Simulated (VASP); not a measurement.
Si:

```xyz
1
Lattice="2.3345 -1.1632 0.0000 2.3345 1.1632 0.0000 -0.5324 0.0000 3.8163" Properties=species:S:1:pos:R:3 pbc="T T T"
Si    0.0000    0.0000    0.0000
```

```yaml
Program: VASP 6.6.1
Task: relaxation of cell and atoms
Functional: PBE
Potentials_or_basis: VASP PAW PBE potentials, release 64 (Si)
Cutoff: 500 eV
k_mesh: 8 × 8 × 4
Occupations: gaussian, width 0.1 eV
Spin: no spin polarisation
```

At the start: pressure 1.8 GPa; volume 20.73 Å³/atom.

Question: How do energy, volume and symmetry change on relaxing?

Answer: Over 35 steps the energy falls by 611.1 meV/atom and the volume is 15.44 Å³/atom (-25.5 %); space group C2/m (No. 12, to 0.05 Å).

Step by step:
| step | energy change (eV) | largest force (eV/Å) | pressure (GPa) | volume (Å³) |
| --- | --- | --- | --- | --- |
| 1 | 0.0000 | 0.0000 | 1.84 | 20.73 |
| 2 | -0.0458 | 0.0000 | -3.71 | 21.39 |
| 3 | -0.0548 | 0.0000 | -2.65 | 21.23 |
| 4 | -0.0548 | 0.0000 | -2.46 | 21.21 |
| 5 | -0.0656 | 0.0000 | -1.56 | 20.36 |
| 6 | -0.0669 | 0.0000 | -1.44 | 20.02 |
| 7 | -0.0780 | 0.0000 | 0.17 | 19.29 |
| 8 | -0.0834 | 0.0000 | 2.15 | 18.57 |
| 9 | -0.0753 | 0.0000 | 7.61 | 17.16 |
| 10 | -0.0846 | 0.0000 | 2.94 | 18.28 |
| 11 | -0.0875 | 0.0000 | 3.22 | 18.17 |
| 12 | -0.0960 | 0.0000 | 4.14 | 17.83 |
| 13 | -0.1165 | 0.0000 | 5.70 | 17.17 |
| 14 | -0.1617 | 0.0000 | 10.55 | 15.85 |
| 15 | -0.1281 | 0.0000 | 30.76 | 13.30 |
| 16 | -0.1855 | 0.0000 | 15.95 | 14.94 |
| 17 | -0.1886 | 0.0000 | 16.37 | 14.86 |
| 18 | -0.1956 | 0.0000 | 17.68 | 14.62 |
| 19 | -0.1978 | 0.0000 | 20.74 | 14.15 |
| 20 | -0.2088 | 0.0000 | 20.24 | 14.16 |
| 21 | -0.2410 | 0.0000 | 18.91 | 14.18 |
| 22 | -0.3021 | 0.0000 | 17.05 | 14.21 |
| 23 | -0.4012 | 0.0000 | 13.13 | 14.27 |
| 24 | -0.5015 | 0.0000 | 8.26 | 14.35 |
| 25 | -0.5388 | 0.0000 | 7.76 | 14.32 |
| 26 | -0.5461 | 0.0000 | 7.01 | 14.34 |
| 27 | -0.5446 | 0.0000 | 7.14 | 14.34 |
| 28 | -0.5628 | 0.0000 | 5.65 | 14.52 |
| 29 | -0.5969 | 0.0000 | 1.68 | 15.06 |
| 30 | -0.6005 | 0.0000 | 0.24 | 15.31 |
| 31 | -0.6067 | 0.0000 | 0.27 | 15.34 |
| 32 | -0.6108 | 0.0000 | 0.30 | 15.38 |
| 33 | -0.6108 | 0.0000 | 0.30 | 15.38 |
| 34 | -0.6110 | 0.0000 | 0.14 | 15.41 |
| 35 | -0.6111 | 0.0000 | -0.08 | 15.44 |

Final structure:
```
Si
1.0
     2.29534   -1.34256    0.25530
     2.29534    1.34256    0.25530
    -0.04087    0.00000    2.50032
Si
1
Direct
  0.00000 0.00000 0.00000
```

Caveat: the k points lie up to 0.63 Å⁻¹ apart in the final cell; the volume moved by over 15 % at a fixed basis, so the end points are rough.
